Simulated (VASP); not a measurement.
# Fe (Fm-3m) in VASP: notebook, part 2 of 2

VASP 6.6.1. Earlier steps stand in the parts before.

### Step 4. Single point, PBEsol, collinear spin, antiferromagnetic start

File INCAR:

```
SYSTEM = Fe
PREC = Accurate ; ENCUT = 520
EDIFF = 1E-6 ; ISMEAR = -1
SIGMA = 0.1 ; LREAL = .FALSE.
LASPH = .TRUE. ; NELM = 150
ALGO = Normal ; ISIF = 2
LWAVE = .FALSE. ; LCHARG = .FALSE.
ISPIN = 2 ; MAGMOM = 4 -4
LORBIT = 11 ; LMAXMIX = 4
GGA = PS ; NBANDS = 19
```

File KPOINTS:

```
regular mesh
0
G
  6 12 12
  0 0 0
```

File POSCAR:

```
Fe
1.0
    0.0000000000      3.5830000000      3.5830000000
    1.7915000000      0.0000000000      1.7915000000
    1.7915000000      1.7915000000      0.0000000000
Fe
2
Direct
    0.0000000000      0.0000000000      0.0000000000
    0.5000000000      0.0000000000      0.0000000000
```

Potentials or basis: VASP PAW PBE potentials, release 64 (Fe).

Command:

```sh
cat potpaw_PBE.64/Fe/POTCAR > POTCAR
mpirun -np 1 vasp_std > vasp.out
```

OUTCAR:

```text
SYSTEM = Fe
   PREC = Accurate
   ENCUT = 520
   EDIFF = 1E-6
   ISMEAR = -1
   LREAL = .FALSE.
   LASPH = .TRUE.
   NELM = 150
   ISIF = 2
   ISPIN = 2
   LORBIT = 11
   GGA = PS

 ion  position               nearest neighbor table
   1  0.000  0.000  0.000-   2 2.53   2 2.53   2 2.53   2 2.53   2 2.53   2 2.53
   2  0.500  0.000  0.000-   1 2.53   1 2.53   1 2.53   1 2.53   1 2.53   1 2.53

  LATTYP: Found a trigonal (rhomboedric) cell.
 ALAT       =     4.3882608742
 COS(alpha) =     0.8333333333

  Lattice vectors:

 A1 = (   1.7915000000,  -1.7915000000,  -3.5830000000)
 A2 = (   3.5830000000,  -1.7915000000,  -1.7915000000)
 A3 = (   1.7915000000,  -3.5830000000,  -1.7915000000)

Analysis of symmetry for initial positions (statically):
=====================================================================
 Subroutine PRICEL returns following result:

  LATTYP: Found a face centered cubic cell.
 ALAT       =     3.5830000000
[... 12 lines left out ...]
 Subroutine GETGRP returns: Found 12 space group operations
 (whereof 12 operations were pure point group operations)
 out of a pool of 12 trial point group operations.
[... 758 lines left out ...]
  band No.  band energies     occupation
      1      -2.7956      1.00000
      2       1.1301      1.00000
      3       3.5956      1.00000
      4       3.5956      1.00000
      5       4.1442      1.00000
      6       4.1587      1.00000
[... 517 lines left out ...]
     18      27.0839      0.00000
     19      28.0011      0.00000

 [... further k-points ...]
[... 5 lines left out ...]
  --------------------------------------------------------------------------------------
  -------------------------------------------------------------------------------------
  Total       -3.0561414     -3.0561414     -3.0561414     -0.3904532      0.3904532     -0.3904532
  in kB     -212.8989880   -212.8989880   -212.8989880    -27.2000142     27.2000142    -27.2000142
  external PRESSURE =    -212.8989880 kB  Pullay stress =       0.0000000 kB

 VOLUME and BASIS-vectors are now :
 -----------------------------------------------------------------------------
  energy-cutoff  :      520.00
  volume of cell :       23.00
      direct lattice vectors                 reciprocal lattice vectors
     0.000000000  3.583000000  3.583000000    -0.139547865  0.139547865  0.139547865
     1.791500000  0.000000000  1.791500000     0.279095730 -0.279095730  0.279095730
     1.791500000  1.791500000  0.000000000     0.279095730  0.279095730 -0.279095730

 POSITION                                       TOTAL-FORCE (eV/Angst)
 -----------------------------------------------------------------------------------
      0.00000      0.00000      0.00000        -0.000000      0.000000      0.000000
      0.00000      1.79150      1.79150         0.000000     -0.000000     -0.000000
 -----------------------------------------------------------------------------------
    total drift:                               -0.000000     -0.000000     -0.000000

  FREE ENERGIE OF THE ION-ELECTRON SYSTEM (eV)
  ---------------------------------------------------
  free  energy   TOTEN  =       -17.4826184526 eV

  energy  without entropy=      -17.3628007957  energy(sigma->0) =      -17.42270962

 total charge

# of ion       s       p       d       tot
------------------------------------------
    1        0.489   0.536   6.214   7.240
    2        0.489   0.536   6.214   7.240
--------------------------------------------------
tot          0.979   1.072  12.428  14.479

 magnetization (x)

# of ion       s       p       d       tot
------------------------------------------
    1        0.004   0.017   1.601   1.623
    2       -0.004  -0.017  -1.601  -1.623
--------------------------------------------------
tot          0.000   0.000   0.000   0.000
```

stdout:

```text
POSCAR found type information on POSCAR Fe
 POSCAR found :  1 types and       2 ions
 scaLAPACK will be used
 -----------------------------------------------------------------------------
|                                                                             |
|                                                                             |
[... 21 lines left out ...]
|     Results are often still useful ...                                      |
|                                                                             |
 -----------------------------------------------------------------------------

 POSCAR, INCAR and KPOINTS ok, starting setup
 FFT: planning ... GRIDC
 FFT: planning ... GRID_SOFT
 FFT: planning ... GRID
 WAVECAR not read
 entering main loop
```

Wall time 44 s (1 thread of Intel Xeon 6975P-C (Granite Rapids), shared host); peak memory 0.19 GiB.

Results:

* Free energy: -17.4826 eV
* Pressure: -21.3 GPa
* Band gap on the k mesh: zero (filled and empty bands overlap)
* Net moment: 0.00 μB per cell
* Site moments: Fe +1.62, -1.62 μB
* Valence electrons inside the program's atomic spheres: Fe 7.24

Caveat: the PAW data sets were made with another functional, which shifts forces and pressure a little.

### Step 5. The runs side by side

| spin | gap on the mesh (eV) | pressure (GPa) | moment (μB) |
| --- | --- | --- | --- |
| collinear, zero start | none | -33.8 | 0.00 |
| collinear, ferromagnetic start | none | -6.8 | 4.53 |
| collinear, antiferromagnetic start | none | -21.3 | 0.00 |

Alike in all rows: task single point; level PBEsol; potentials or basis VASP PAW PBE potentials, release 64 (Fe); cell as given; k mesh 6 × 12 × 12; cutoff (eV) 520; smearing fermi-dirac 0.1 eV.

Every run on the cell as given and a fine mesh finds a metal.

Caveats: the PAW data sets were made with another functional, which shifts forces and pressure a little.

Total energies depend on the potentials used, so only differences within one code and one set of settings carry meaning.
